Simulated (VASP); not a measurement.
## Tc: relaxation of cell and atoms with PBE

The system is Tc.

```
CELL_PARAMETERS angstrom
2.72000 0.00000 0.00000
-1.36000 2.35559 0.00000
0.00000 0.00000 4.44176
ATOMIC_POSITIONS crystal
Tc 0.33333 0.66667 0.25000
Tc 0.66667 0.33333 0.75000
```

- Program: VASP 6.6.1
- Task: relaxation of cell and atoms
- Functional: PBE
- Potentials or basis: VASP PAW PBE potentials, release 64 (Tc_pv)
- Cutoff: 600 eV
- k mesh: 9 × 9 × 5
- Occupations: fermi-dirac, width 0.05 eV
- Spin: no spin polarisation
- Target pressure: 5 GPa
- Dipole correction: no
- Further INCAR settings: ALGO = Normal; EDIFF = 1e-06; IBRION = 2; EDIFFG = -0.01; NSW = 80; ISIF = 3

The relaxed volume is 14.19 Å³/atom. The relaxed cell is a = 2.735 Å, b = 2.735 Å, c = 4.383 Å, α = 90.00°, β = 90.00°, γ = 120.00°. The space group after relaxing (to 0.1 Å) is P6_3/mmc (No. 194), the energy change on relaxing (the run minimises the enthalpy) is -3.7 meV/atom and the ionic steps are 5. The pressure after relaxing is 5.0 GPa. The band gap on the k mesh is zero (bands 13 and 14 overlap by 2.30 eV).

Stress tensor (GPa, compression positive):
```
5.02 0.00 0.00
0.00 5.02 0.00
0.00 0.00 4.94
```

The path:
| step | energy change (eV) | largest force (eV/Å) | pressure (GPa) | volume (Å³) |
| --- | --- | --- | --- | --- |
| 1 | 0.0000 | 0.0000 | 4.21 | 28.46 |
| 2 | 0.0096 | 0.0000 | 7.80 | 28.16 |
| 3 | -0.0048 | 0.0000 | 5.86 | 28.31 |
| 4 | -0.0121 | 0.0000 | 2.82 | 28.59 |
| 5 | -0.0074 | 0.0000 | 4.99 | 28.39 |

Final structure:
```yaml
crystal:
  lattice:
    - [2.73493, 0.00000, 0.00000]
    - [-1.36747, 2.36852, 0.00000]
    - [0.00000, 0.00000, 4.38268]
  atoms:
    - { symbol: Tc, position: [0.33333, 0.66667, 0.25000] }
    - { symbol: Tc, position: [0.66667, 0.33333, 0.75000] }
```

Levels at points of the mesh, in eV from the Fermi level:
```csv
k point,band 10,band 11,band 12,band 13,band 14,band 15,band 16,band 17
"(0.00, 0.00, 0.00)",-1.65,-1.58,-0.92,-0.92,-0.23,-0.23,1.62,2.47
```

Run time: 44 s on 1 thread of Intel(R) Xeon(R) Platinum 8259CL CPU @ 2.50GHz (Skylake/Cascade Lake) (shared host), peak memory 0.17 GiB.

Caveat: the cell is relaxed towards a set pressure, so the run minimises the enthalpy, not the energy.
